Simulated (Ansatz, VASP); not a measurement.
# One calculation of BN, two programs

Contents of POSCAR:

```
BN
1.0
    2.4913353474      0.0000000000      0.0000000000
   -1.2456676737      2.1575597002      0.0000000000
    0.0000000000      0.0000000000      4.0010591824
B N
2 2
Direct
    0.0000000000      0.0000000000      0.0000000000
    0.0000000000      0.0000000000      0.5000000000
    0.3333333333      0.6666666667      0.2500000000
    0.6666666667      0.3333333333      0.7500000000
```

Contents of INCAR.step1:

```
  PREC = Accurate
  ENCUT = 520
  ISMEAR = 0
  SIGMA = 0.01
  LREAL = False
  LASPH = True
  NELM = 80
  NBANDS = 16
  GGA = PE
  ALGO = Normal
  EDIFF = 1E-4
  LWAVE = True
  LCHARG = False
```

Contents of INCAR.step2:

```
  PREC = Accurate
  ENCUT = 520
  EDIFF = 1E-7
  ISMEAR = 0
  SIGMA = 0.01
  LREAL = False
  LASPH = True
  NELM = 80
  ALGO = Normal
  ISIF = 2
  LWAVE = False
  LCHARG = False
  METAGGA = R2SCAN
  LMIXTAU = True
  NBANDS = 16
  ISTART = 1
```

The input KPOINTS:

```
regular mesh
0
Gamma
  12 12 6
```

Input for Ansatz:

```yaml
crystal:
  lattice:
    - [2.4913353474, 0.0, 0.0]
    - [-1.2456676737, 2.1575597002, 0.0]
    - [0.0, 0.0, 4.0010591824]
  atoms:
    - { symbol: B, position: [0.0, 0.0, 0.0] }
    - { symbol: B, position: [0.0, 0.0, 0.5] }
    - { symbol: "N", position: [0.3333333333, 0.6666666667, 0.25] }
    - { symbol: "N", position: [0.6666666667, 0.3333333333, 0.75] }
kpoints:
  mp_grid: { grid: [12, 12, 6] }
  band_path:
    path:
      - [0.0, 0.0, 0.0]
      - [0.5, 0.0, 0.0]
      - [0.3333333333, 0.3333333333, 0.0]
      - [0.0, 0.0, 0.5]
      - [0.5, 0.0, 0.5]
      - [0.3333333333, 0.3333333333, 0.5]
      - [0.0, 0.179688, 0.0]
      - [0.25, 0.25, 0.1666666667]
    npoints: 1
hamiltonian:
  xc: r2scan
scf:
  occupations: { method: fixed }
  n_extra_bands: 5
output:
  forces: true
  stress: true
  eigenvalues: true
  write_density: true
  write_potential: true
  elf: true
  volumetric_format: npy
```

Alike in both runs: task single point; functional r2SCAN; k mesh 12 × 12 × 6; no spin polarisation.

```csv
,VASP,Ansatz
version,VASP 6.6.1,Ansatz 0.2.0
potentials or method,"VASP PAW PBE potentials, release 64 (B, N)","plane waves, PAW"
plane-wave cutoff (eV),520,500
occupations,"gaussian, width 0.01 eV",fixed
valence electrons in the cell,16,16
```

|  | VASP | Ansatz | Ansatz less VASP |
| --- | --- | --- | --- |
| gap on the k mesh at the Fermi level (eV) | 1.82 | 1.83 | +0.011 |
| pressure (GPa) | 0.4 | 0.0 | -0.35 |
| traceless stress, the component that is largest in VASP (GPa) | -0.10 | 0.00 | +0.105 |

VASP's potentials were made for PBE, not for r2SCAN.
